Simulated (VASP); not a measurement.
# WS2 (P6_3/mmc) in VASP: notebook, part 2 of 3

VASP 6.6.1.

**3. Single point, LDA**

Contents of INCAR:

```
SYSTEM = WS2
PREC     = Accurate       ! precision mode
ENCUT    = 520            ! plane-wave cutoff, eV
EDIFF    = 1E-6           ! SCF threshold, eV
ISMEAR   = 0              ! smearing method
SIGMA    = 0.01           ! smearing width, eV
LREAL    = .FALSE.        ! projectors in reciprocal space
LASPH    = .TRUE.         ! aspherical terms in the spheres
NELM     = 100            ! most SCF steps
ALGO     = Normal         ! electronic algorithm
ISIF     = 2              ! what is computed and relaxed
LWAVE    = .FALSE.        ! write WAVECAR
LCHARG   = .TRUE.         ! write CHGCAR
GGA      = CA             ! functional
LELF     = .TRUE.         ! ELF
LVHAR    = .TRUE.       
NBANDS   = 35             ! bands
```

Contents of KPOINTS:

```
regular mesh
0
G
  12 12 2
  0 0 0
```

Contents of POSCAR:

```
WS2
1.0
    3.1699463526      0.0000000000      0.0000000000
   -1.5849731763      2.7452540700      0.0000000000
    0.0000000000      0.0000000000     12.4910704373
W S
2 4
Direct
    0.3333333333      0.6666666667      0.2500000000
    0.6666666667      0.3333333333      0.7500000000
    0.6666666667      0.3333333333      0.3751079149
    0.6666666667      0.3333333333      0.1248920851
    0.3333333333      0.6666666667      0.8751079149
    0.3333333333      0.6666666667      0.6248920851
```

Potentials or basis: VASP PAW LDA potentials, release 64 (W_sv, S).

Run with:

```sh
> cat potpaw_LDA.64/W_sv/POTCAR potpaw_LDA.64/S/POTCAR > POTCAR
> mpirun -np 1 vasp_std > vasp.out
```

OUTCAR:

```text
SYSTEM = WS2
   PREC = Accurate
   ENCUT = 520
   EDIFF = 1E-6
   ISMEAR = 0
   LREAL = .FALSE.
   LASPH = .TRUE.
   NELM = 100
   ISIF = 2
   GGA = CA

 ion  position               nearest neighbor table
   1  0.333  0.667  0.250-   3 2.41   4 2.41   3 2.41   4 2.41   3 2.41   4 2.41
   2  0.667  0.333  0.750-   5 2.41   6 2.41   5 2.41   6 2.41   5 2.41   6 2.41
   3  0.667  0.333  0.375-   1 2.41   1 2.41   1 2.41
   4  0.667  0.333  0.125-   1 2.41   1 2.41   1 2.41
   5  0.333  0.667  0.875-   2 2.41   2 2.41   2 2.41
   6  0.333  0.667  0.625-   2 2.41   2 2.41   2 2.41

  LATTYP: Found a hexagonal cell.
 ALAT       =     3.1699463526
 C/A-ratio  =     3.9404674552

  Lattice vectors:

 A1 = (   3.1699463526,   0.0000000000,   0.0000000000)
 A2 = (  -1.5849731763,   2.7452540700,   0.0000000000)
 A3 = (   0.0000000000,   0.0000000000,  12.4910704373)

Analysis of symmetry for initial positions (statically):
=====================================================================
 Subroutine PRICEL returns:
 Original cell was already a primitive cell.

 Routine SETGRP: Setting up the symmetry group for a
 hexagonal supercell.

 Subroutine GETGRP returns: Found 24 space group operations
 (whereof 12 operations were pure point group operations)
 out of a pool of 24 trial point group operations.

The static configuration has the point symmetry D_3d.
 The point group associated with its full space group is D_6h.

Analysis of symmetry for dynamics (positions and initial velocities):
=====================================================================
 Subroutine PRICEL returns:
 Original cell was already a primitive cell.

 Routine SETGRP: Setting up the symmetry group for a
 hexagonal supercell.

 Subroutine GETGRP returns: Found 24 space group operations
 (whereof 12 operations were pure point group operations)
 out of a pool of 24 trial point group operations.

The dynamic configuration has the point symmetry D_3d.
[... 131 lines left out ...]
  Thomas-Fermi vector in A             =   2.412790
   LORBIT       =      0    0 simple, 1 ext, 2 COOP (PROOUT), +10 PAW based schemes
   GGA     = CA    functional components
   LHFCALC =     F    Hartree Fock is set to
   AEXX    =    0.0000 exact exchange contribution
   IVDW    =     0    specifies the selected vdW correction
   LEPSILON=     F    determine dielectric tensor
   LRPA    =     F    only Hartree local field effects (RPA)
 non-spin polarized calculation
 Gauss-broadening in eV      SIGMA  =   0.01
  energy-cutoff  :      520.00
  volume of cell :      108.70
 maximum number of plane-waves:      2947
 NGX is ok and might be reduce to    24
   NGX = 11   NGY = 11   NGZ = 47

 number of electron      52.0000003 magnetization

 Free energy of the ion-electron system (eV)
  ---------------------------------------------------
  ext. energy  EPLUGINS =         0.00000000
  ---------------------------------------------------
  free energy    TOTEN  =       -52.47470419 eV

  energy without entropy =      -52.47470419  energy(sigma->0) =      -52.47470419

 E-fermi :   7.0911     XC(G=0): -11.1107

 val. band max:        7.0400413508   @ k =   0.0000   0.0000   0.0000
 cond. band min:       8.0195584603   @ k =   0.1667   0.1667   0.0000
 fundamental gap:      0.9795171095
 Fermi energy:         7.0910792993

 k-point     1 :       0.0000    0.0000    0.0000
  band No.  band energies     occupation
      1     -67.1239      2.00000
      2     -67.1239      2.00000
      3     -31.6432      2.00000
      4     -31.6431      2.00000
      5     -31.4700      2.00000
      6     -31.4700      2.00000
[... 901 lines left out ...]
     34      10.9181      0.00000
     35      12.9165      0.00000

 [... further k-points ...]

------------------------ aborting loop because EDIFF is reached ----------------------------------------

  FORCE on cell =-STRESS in cart. coord.  units (eV):
  Direction    XX          YY          ZZ          XY          YZ          ZX
  --------------------------------------------------------------------------------------
  -------------------------------------------------------------------------------------
  Total       -3.2771006     -3.2771006     -2.3090451      0.0000000      0.0000000      0.0000000
  in kB      -48.3021253    -48.3021253    -34.0336782      0.0000000      0.0000000      0.0000000
  external PRESSURE =     -43.5459763 kB  Pullay stress =       0.0000000 kB

 VOLUME and BASIS-vectors are now :
 -----------------------------------------------------------------------------
  energy-cutoff  :      520.00
  volume of cell :      108.70
      direct lattice vectors                 reciprocal lattice vectors
     3.169946353  0.000000000  0.000000000     0.315462752  0.182132505  0.000000000
    -1.584973176  2.745254070  0.000000000     0.000000000  0.364265010  0.000000000
     0.000000000  0.000000000 12.491070437     0.000000000  0.000000000  0.080057190

 POSITION                                       TOTAL-FORCE (eV/Angst)
 -----------------------------------------------------------------------------------
     -0.00000      1.83017      3.12277         0.000000     -0.000000      0.000000
      1.58497      0.91508      9.36830        -0.000000      0.000000      0.000000
      1.58497      0.91508      4.68550        -0.000000      0.000000     -0.248341
      1.58497      0.91508      1.56004        -0.000000     -0.000000      0.248341
     -0.00000      1.83017     10.93103         0.000000      0.000000     -0.248341
     -0.00000      1.83017      7.80557         0.000000      0.000000      0.248341
 -----------------------------------------------------------------------------------
    total drift:                               -0.000000      0.000000     -0.000000

  FREE ENERGIE OF THE ION-ELECTRON SYSTEM (eV)
  ---------------------------------------------------
  free  energy   TOTEN  =       -52.4747041915 eV

  energy  without entropy=      -52.4747041915  energy(sigma->0) =      -52.47470419
```

stdout:

```text
POSCAR found type information on POSCAR W S
 POSCAR found :  2 types and       6 ions
 scaLAPACK will be used
 LDA part: xc-table for (Slater(with rela. corr.)+CA(PZ))
 , standard interpolation
 POSCAR, INCAR and KPOINTS ok, starting setup
 FFT: planning ... GRIDC
 FFT: planning ... GRID_SOFT
 FFT: planning ... GRID
 WAVECAR not read
 entering main loop
```

Wall time 58 s (1 thread of AMD EPYC 9R45 (Zen 5), shared host); peak memory 0.22 GiB.

What came out:

```
Free energy            : -52.4747 eV
Pressure               : -4.4 GPa
Largest force          : 0.248 eV/Å
Band gap on the k mesh : 0.98 eV (least direct gap 1.76 eV)
```

Forces in eV/Å, atoms in the order of the input:
```
W    0.000  0.000  0.000
W    0.000  0.000  0.000
S    0.000  0.000 -0.248
S    0.000  0.000  0.248
S    0.000  0.000 -0.248
S    0.000  0.000  0.248
```

Caveat: the cell stands under tension; spin-orbit coupling is left out, which moves the levels of the heavy elements. A k mesh can miss the band edges.

(Part 2 of 3 ends here.)
